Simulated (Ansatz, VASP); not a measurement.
One calculation of PbS, two programs

Contents of POSCAR:

```
PbS
1.0
    0.0000000000      2.8908750000      2.8908750000
    2.8908750000      0.0000000000      2.8908750000
    2.8908750000      2.8908750000      0.0000000000
Pb S
1 1
Direct
    0.0000000000      0.0000000000      0.0000000000
    0.5000000000      0.5000000000      0.5000000000
```

INCAR.step1

```
SYSTEM = PbS
PREC     = Accurate       ! precision mode
ENCUT    = 550            ! plane-wave cutoff, eV
ISMEAR   = 0              ! smearing method
SIGMA    = 0.05           ! smearing width, eV
LREAL    = .False.        ! projectors in reciprocal space
LASPH    = .True.         ! aspherical terms in the spheres
NELM     = 120            ! most SCF steps
NBANDS   = 17             ! bands
GGA      = PE             ! functional
ALGO     = Normal         ! electronic algorithm
EDIFF    = 1E-5           ! SCF threshold, eV
LWAVE    = .True.         ! write WAVECAR
LCHARG   = .False.        ! write CHGCAR
GGA_COMPAT= .False.
```

INCAR.step2

```
SYSTEM = PbS
PREC     = Accurate       ! precision mode
ENCUT    = 550            ! plane-wave cutoff, eV
EDIFF    = 1E-6           ! SCF threshold, eV
ISMEAR   = 0              ! smearing method
SIGMA    = 0.05           ! smearing width, eV
LREAL    = .False.        ! projectors in reciprocal space
LASPH    = .True.         ! aspherical terms in the spheres
NELM     = 120            ! most SCF steps
ALGO     = Normal         ! electronic algorithm
ISIF     = 2              ! what is computed and relaxed
LWAVE    = .False.        ! write WAVECAR
LCHARG   = .False.        ! write CHGCAR
METAGGA  = R2SCAN         ! meta-GGA
LMIXTAU  = .True.       
NBANDS   = 17             ! bands
ISTART   = 1            
GGA_COMPAT= .False.
```

KPOINTS

```
Automatic mesh
0
Gamma
  8 8 8
  0 0 0
```

Input for Ansatz:

```yaml
crystal:
  lattice:
    - [0.0, 2.890875, 2.890875]
    - [2.890875, 0.0, 2.890875]
    - [2.890875, 2.890875, 0.0]
  atoms:
    - { symbol: Pb, position: [0.0, 0.0, 0.0] }
    - { symbol: S, position: [0.5, 0.5, 0.5] }
basis:
  ecutwfc: 500
kpoints:
  mp_grid: { grid: [8, 8, 8] }
hamiltonian:
  xc: r2scan
scf:
  occupations: { method: gaussian, width: 0.05 }
output:
  forces: true
  stress: true
  eigenvalues: true
```

Change from the starting cell: strain -0.025 along x and y, -0.025 along z, atoms carried along.

Alike in both runs: task single point; functional r2SCAN; k mesh 8 × 8 × 8; occupations gaussian, width 0.05 eV; no spin polarisation.

```csv
,VASP,Ansatz
version,VASP 6.6.1,Ansatz 0.2.0
potentials or method,"VASP PAW PBE potentials, release 64 (Pb_d, S), cutoff 550 eV","scalar-relativistic, plane waves, PAW"
valence electrons in the cell,20,20
```

```csv
,VASP,Ansatz,Ansatz less VASP
gap on the k mesh at the Fermi level (eV),0.29,0.28,-0.013
least direct gap on the mesh (eV),0.29,0.28,-0.013
pressure (GPa),7.0,7.0,-0.01
```

VASP's potentials were made for PBE, not for r2SCAN.

Neither program's run includes spin-orbit coupling.
